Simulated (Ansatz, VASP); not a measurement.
Two plane-wave programs on Ir

The input INCAR:

```
SYSTEM = Ir
PREC = Accurate
ENCUT = 600
EDIFF = 1E-6
ISMEAR = -1
SIGMA = 0.05
LREAL = .False.
LASPH = .True.
NELM = 100
ALGO = Normal
ISIF = 3
LWAVE = .False.
LCHARG = .False.
GGA = RP
IVDW = 12
IBRION = 2
NSW = 60
EDIFFG = -0.01
```

KPOINTS

```
Automatic mesh
0
Gamma
  12 12 12
  0 0 0
```

File POSCAR:

```
Ir
1.0
    0.0000000000      1.9156000000      1.9156000000
    1.9156000000      0.0000000000      1.9156000000
    1.9156000000      1.9156000000      0.0000000000
Ir
1
Direct
    0.0000000000      0.0000000000      0.0000000000
```

The input input.yaml:

```yaml
crystal:
  lattice:
    - [0.0, 1.9156, 1.9156]
    - [1.9156, 0.0, 1.9156]
    - [1.9156, 1.9156, 0.0]
  atoms:
    - { symbol: Ir, position: [0.0, 0.0, 0.0] }
hamiltonian:
  xc: rpbe
  pseudopotentials: { kind: paw }
  dispersion: d3bj
kpoints:
  mp_grid: { grid: [12, 12, 12] }
scf:
  occupations: { method: fermi_dirac, width: 0.05 }
output:
  forces: true
  stress: true
relax:
  f_tol: 0.01
  max_steps: 40
  cell: { stress_tol: 0.05 }
```

Alike in both runs: task relaxation of cell and atoms; functional RPBE; dispersion D3(BJ); k mesh 12 × 12 × 12; occupations fermi-dirac, width 0.05 eV; no spin polarisation.

```csv
,VASP,Ansatz
version,VASP 6.6.1,Ansatz 0.2.0
potentials or method,"VASP PAW PBE potentials, release 64 (Ir)",Ansatz PAW
plane-wave cutoff (eV),600,420
valence electrons in the cell,9,17
```

VASP gave:

| Quantity | Value |
| --- | --- |
| relaxed volume (Å³/atom) | 12.99 |
| relaxed cell length with the largest relative difference (Å) | 2.639 |

Q: What did Ansatz give for the same quantities?

A: Relaxed volume (Å³/atom): 12.97; relaxed cell length with the largest relative difference (Å): 2.637.

VASP's potentials were made for PBE, not for RPBE. VASP's potentials hold 9 valence electrons a cell and Ansatz's 17, so a difference there can come from the potentials and not from the codes.

Spin-orbit coupling is off throughout. Noted on Ansatz's run: the plane-wave basis is chosen anew once the cell has moved, so the energies of steps on either side of that aren't comparable.
